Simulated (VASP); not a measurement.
# SrO (Fm-3m) in VASP: settings compared, part 2 of 2

VASP 6.6.1. The steps go on from the part before.

## (3) Single point, BLYP+D3(BJ) (volume scaled by 0.96)

INCAR reads:

```
  AGGAC = 1.0
  AGGAX = 1.0
  ALDAC = 0.0
  ALDAX = 1.0
  ALGO = Normal
  EDIFF = 1E-6
  ENCUT = 520
  GGA = B5
  ISIF = 2
  ISMEAR = 0
  IVDW = 12
  LASPH = True
  LCHARG = True
  LELF = True
  LREAL = False
  LVHAR = True
  LWAVE = False
  NBANDS = 15
  NELM = 80
  PREC = Accurate
  SIGMA = 0.05
  VDW_A1 = 0.4298
  VDW_A2 = 4.2359
  VDW_S6 = 1.0
  VDW_S8 = 2.6996
```

KPOINTS reads:

```
k-points
0
Gamma
  8 8 8
```

POSCAR reads:

```
SrO
1.0
    0.0000000000      2.5358506889      2.5358506889
    2.5358506889      0.0000000000      2.5358506889
    2.5358506889      2.5358506889      0.0000000000
Sr O
1 1
Direct
    0.5000000000      0.5000000000      0.5000000000
    0.0000000000      0.0000000000      0.0000000000
```

Potentials or basis: VASP PAW PBE potentials, release 64 (Sr_sv, O).

Started as:

```console
$ cat potpaw_PBE.64/Sr_sv/POTCAR potpaw_PBE.64/O/POTCAR > POTCAR
$ mpirun -np 1 vasp_std > vasp.out
```

Wall time 34 s (1 thread of AMD EPYC 7R43 (Zen 3), shared host); peak memory 0.14 GiB.

Results (log left out):

```
Free energy                : -12.6063 eV
Pressure                   : 4.9 GPa
Band gap on the k mesh     : 3.37 eV, indirect (least direct gap 3.42 eV)
Dispersion energy per atom : -0.612 eV
```

Levels at points of the mesh, in eV from the valence-band top:
```tsv
k point	band 5	band 6	band 7	band 8	band 9	band 10	band 11	band 12
(0.00, 0.00, 0.00)	-13.91	0.00	0.00	0.00	4.54	6.31	6.31	6.31
(0.50, 0.00, 0.00)	-12.62	-2.19	-1.21	-1.21	6.82	9.05	9.05	9.11
(0.50, 0.50, 0.00)	-14.32	-0.33	-0.05	-0.05	3.37	8.17	10.41	11.06
```

Caveat: the cell differs from its parent crystal (volume scaled by 0.96); the PAW data sets were made with another functional, which shifts forces and pressure a little.

## (4) Single point, PBE+D3(BJ)

This run uses another cell than the first one, of 16.97 Å³/atom, 1.019 times its volume.

INCAR reads:

```
PREC = Accurate ; ENCUT = 520
EDIFF = 1E-6 ; ISMEAR = 0
SIGMA = 0.05 ; LREAL = F
LASPH = T ; NELM = 60
ALGO = Normal ; ISIF = 2
LWAVE = F ; LCHARG = F
GGA = PE ; IVDW = 12
NBANDS = 15
```

KPOINTS reads:

```
Automatic mesh
0
Gamma
  8 8 8
```

POSCAR reads:

```
SrO
1.0
    0.0000000000      2.5697984671      2.5697984671
    2.5697984671      0.0000000000      2.5697984671
    2.5697984671      2.5697984671      0.0000000000
Sr O
1 1
Direct
    0.5000000000      0.5000000000      0.5000000000
    0.0000000000      0.0000000000      0.0000000000
```

Potentials or basis: VASP PAW PBE potentials, release 64 (Sr_sv, O).

Started as:

```console
$ cat potpaw_PBE.64/Sr_sv/POTCAR potpaw_PBE.64/O/POTCAR > POTCAR
$ mpirun -np 1 vasp_std > vasp.out
```

OUTCAR:

```text
PREC = Accurate
   ENCUT = 520
   EDIFF = 1E-6
   ISMEAR = 0
   LREAL = F
   LASPH = T
   NELM = 60
   ISIF = 2
   GGA = PE
   IVDW = 12
 IVDW          = 12

 ion  position               nearest neighbor table
   1  0.500  0.500  0.500-   2 2.57   2 2.57   2 2.57   2 2.57   2 2.57   2 2.57
   2  0.000  0.000  0.000-   1 2.57   1 2.57   1 2.57   1 2.57   1 2.57   1 2.57

  LATTYP: Found a face centered cubic cell.
 ALAT       =     5.1395969342

  Lattice vectors:

 A1 = (   0.0000000000,   2.5697984671,   2.5697984671)
 A2 = (   2.5697984671,   0.0000000000,   2.5697984671)
 A3 = (   2.5697984671,   2.5697984671,   0.0000000000)

Analysis of symmetry for initial positions (statically):
=====================================================================
 Subroutine PRICEL returns:
 Original cell was already a primitive cell.

 Routine SETGRP: Setting up the symmetry group for a
 face centered cubic supercell.

 Subroutine GETGRP returns: Found 48 space group operations
 (whereof 48 operations were pure point group operations)
 out of a pool of 48 trial point group operations.

The static configuration has the point symmetry O_h .

Analysis of symmetry for dynamics (positions and initial velocities):
=====================================================================
 Subroutine PRICEL returns:
 Original cell was already a primitive cell.

 Routine SETGRP: Setting up the symmetry group for a
 face centered cubic supercell.

 Subroutine GETGRP returns: Found 48 space group operations
 (whereof 48 operations were pure point group operations)
 out of a pool of 48 trial point group operations.

The dynamic configuration has the point symmetry O_h .

 Subroutine INISYM returns: Found 48 space group operations
 (whereof 48 operations are pure point group operations),
 and found     1 'primitive' translations

----------------------------------------------------------------------------------------

                                     Primitive cell

[... 119 lines left out ...]
   LEPSILON=     F    determine dielectric tensor
   LRPA    =     F    only Hartree local field effects (RPA)
 non-spin polarized calculation
 Gauss-broadening in eV      SIGMA  =   0.05
  energy-cutoff  :      520.00
  volume of cell :       33.94
 maximum number of plane-waves:       941
   NGX = 13   NGY = 13   NGZ = 13

 number of electron      15.9999997 magnetization

 Free energy of the ion-electron system (eV)
  ---------------------------------------------------
  ext. energy  EPLUGINS =         0.00000000
  ---------------------------------------------------
  free energy    TOTEN  =       -12.04032863 eV

  energy without entropy =      -12.04032863  energy(sigma->0) =      -12.04032863

 E-fermi :   1.9084     XC(G=0): -10.0331

 val. band max:        1.6698999513   @ k =   0.0000   0.0000   0.0000
 cond. band min:       4.9338586962   @ k =   0.5000   0.5000   0.0000
 fundamental gap:      3.2639587450
 Fermi energy:         1.9083723507

 k-point     1 :       0.0000    0.0000    0.0000
  band No.  band energies     occupation
      1     -30.7141      2.00000
      2     -13.4225      2.00000
      3     -12.3505      2.00000
      4     -12.3505      2.00000
      5     -12.3505      2.00000
      6       1.6699      2.00000
      7       1.6699      2.00000
      8       1.6699      2.00000
      9       5.6631      0.00000
     10       7.8838      0.00000
     11       7.8838      0.00000
     12       7.8838      0.00000
     13      10.0540      0.00000
     14      10.0540      0.00000
[... 401 lines left out ...]
      2     -14.6261      2.00000
      3     -12.7395      2.00000
      4     -12.5801      2.00000
      5     -11.5176      2.00000
      6       0.0941      2.00000
      7       0.8041      2.00000
      8       0.8826      2.00000
      9       8.0426      0.00000
     10       8.4084      0.00000
     11      10.9852      0.00000
     12      11.1707      0.00000
     13      13.2708      0.00000
     14      14.6076      0.00000
     15      15.0406      0.00000

 [... further k-points ...]

------------------------ aborting loop because EDIFF is reached ----------------------------------------

 Edisp (eV)   -0.49221

 E8    (eV) :    -0.2400

  FORCE on cell =-STRESS in cart. coord.  units (eV):
  Direction    XX          YY          ZZ          XY          YZ          ZX
  --------------------------------------------------------------------------------------
  -------------------------------------------------------------------------------------
  Total       0.23384     0.23384     0.23384     0.00000     0.00000    -0.00000
  in kB      11.03821    11.03821    11.03821     0.00000     0.00000    -0.00000
  external pressure =       11.04 kB  Pullay stress =        0.00 kB

 VOLUME and BASIS-vectors are now :
 -----------------------------------------------------------------------------
  energy-cutoff  :      520.00
  volume of cell :       33.94
      direct lattice vectors                 reciprocal lattice vectors
     0.000000000  2.569798467  2.569798467    -0.194567787  0.194567787  0.194567787
     2.569798467  0.000000000  2.569798467     0.194567787 -0.194567787  0.194567787
     2.569798467  2.569798467  0.000000000     0.194567787  0.194567787 -0.194567787

 POSITION                                       TOTAL-FORCE (eV/Angst)
 -----------------------------------------------------------------------------------
      2.56980      2.56980      2.56980         0.000000      0.000000      0.000000
      0.00000      0.00000      0.00000        -0.000000     -0.000000      0.000000
 -----------------------------------------------------------------------------------
    total drift:                                0.000000      0.000000      0.000000

  FREE ENERGIE OF THE ION-ELECTRON SYSTEM (eV)
  ---------------------------------------------------
  free  energy   TOTEN  =       -12.5325379825 eV

  energy  without entropy=      -12.5325379825  energy(sigma->0) =      -12.53253798
```

stdout:

```text
POSCAR found type information on POSCAR SrO
 POSCAR found :  2 types and       2 ions
 scaLAPACK will be used
 LDA part: xc-table for (Slater+PW92), standard interpolation
 POSCAR, INCAR and KPOINTS ok, starting setup
 FFT: planning ... GRIDC
 FFT: planning ... GRID_SOFT
 FFT: planning ... GRID
 WAVECAR not read
 entering main loop
```

It took 18 s on 1 thread of AMD EPYC 7R43 (Zen 3), shared host; peak memory 0.14 GiB.

Results:

| Quantity | Value |
| --- | --- |
| Free energy | -12.5325 eV |
| Pressure | 1.1 GPa |
| Band gap on the k mesh | 3.26 eV, indirect (least direct gap 3.35 eV) |
| Dispersion energy per atom | -0.246 eV |

Levels at points of the mesh, in eV from the valence-band top:
| k point | band 6 | band 7 | band 8 | band 9 | band 10 | band 11 |
| --- | --- | --- | --- | --- | --- | --- |
| (0.00, 0.00, 0.00) | 0.00 | 0.00 | 0.00 | 3.99 | 6.21 | 6.21 |
| (0.50, 0.00, 0.00) | -2.17 | -1.14 | -1.14 | 6.56 | 8.47 | 8.86 |
| (0.50, 0.50, 0.00) | -0.43 | -0.09 | -0.09 | 3.26 | 7.81 | 10.18 |

Caveat: three body term missing. A k mesh can miss the band edges.

## (5) Single point, PBE+D3(BJ)

This run uses another cell than the first one, of 17.12 Å³/atom, 1.028 times its volume.

INCAR reads:

```
PREC = Accurate
ENCUT = 520
EDIFF = 1E-6
ISMEAR = 0
SIGMA = 0.05
LREAL = F
LASPH = T
NELM = 80
ALGO = Normal
ISIF = 2
LWAVE = F
LCHARG = F
GGA = PE
IVDW = 12
NBANDS = 15
```

KPOINTS reads:

```
regular mesh
0
Gamma
  8 8 8
```

POSCAR reads:

```
SrO
1.0
    0.0000000000      2.5772947960      2.5772947960
    2.5772947960      0.0000000000      2.5772947960
    2.5772947960      2.5772947960      0.0000000000
Sr O
1 1
Direct
    0.5000000000      0.5000000000      0.5000000000
    0.0000000000      0.0000000000      0.0000000000
```

Started as:

```console
$ cat potpaw_PBE.64/Sr_sv/POTCAR potpaw_PBE.64/O/POTCAR > POTCAR
$ mpirun -np 1 vasp_std > vasp.out
```

Run time: 18 s. Hardware: 1 thread of AMD EPYC 7R43 (Zen 3), shared host; peak memory 0.14 GiB.

Results (log left out):

- Free energy: -12.5340 eV
- Pressure: 0.3 GPa
- Band gap on the k mesh: 3.27 eV, indirect (least direct gap 3.36 eV)
- Dispersion energy per atom: -0.244 eV

Levels at points of the mesh, in eV from the valence-band top:
| k point | band 4 | band 5 | band 6 | band 7 | band 8 | band 9 | band 10 | band 11 | band 12 | band 13 |
| --- | --- | --- | --- | --- | --- | --- | --- | --- | --- | --- |
| (0.00, 0.00, 0.00) | -14.06 | -14.06 | 0.00 | 0.00 | 0.00 | 3.93 | 6.19 | 6.19 | 6.19 | 8.35 |
| (0.50, 0.00, 0.00) | -14.14 | -12.88 | -2.16 | -1.12 | -1.12 | 6.52 | 8.40 | 8.80 | 8.80 | 11.84 |
| (0.50, 0.50, 0.00) | -14.42 | -14.42 | -0.45 | -0.09 | -0.09 | 3.27 | 7.75 | 10.13 | 10.32 | 11.03 |

Caveat: three body term missing. As with any semilocal functional, this PBE gap is likely too small.

## (6) Overview

| level | cell | gap on the mesh (eV) | pressure (GPa) |
| --- | --- | --- | --- |
| BLYP+D3(BJ) | a = 3.611 Å, angles 60.0°, 2 atoms | 3.38 | 2.6 |
| BLYP+D3(BJ) | a = 3.586 Å, angles 60.0°, 2 atoms | 3.37 | 4.9 |
| PBE+D3(BJ) | a = 3.634 Å, angles 60.0°, 2 atoms | 3.26 | 1.1 |
| PBE+D3(BJ) | a = 3.645 Å, angles 60.0°, 2 atoms | 3.27 | 0.3 |

Alike in all rows: task single point; potentials or basis VASP PAW PBE potentials, release 64 (Sr_sv, O); no spin polarisation; k mesh 8 × 8 × 8; cutoff (eV) 520; smearing gaussian 0.05 eV.

Caveats: the PAW data sets were made with another functional, which shifts forces and pressure a little (some runs); three body term missing (some runs).

Absolute energies hang on the potentials; compare differences alone.
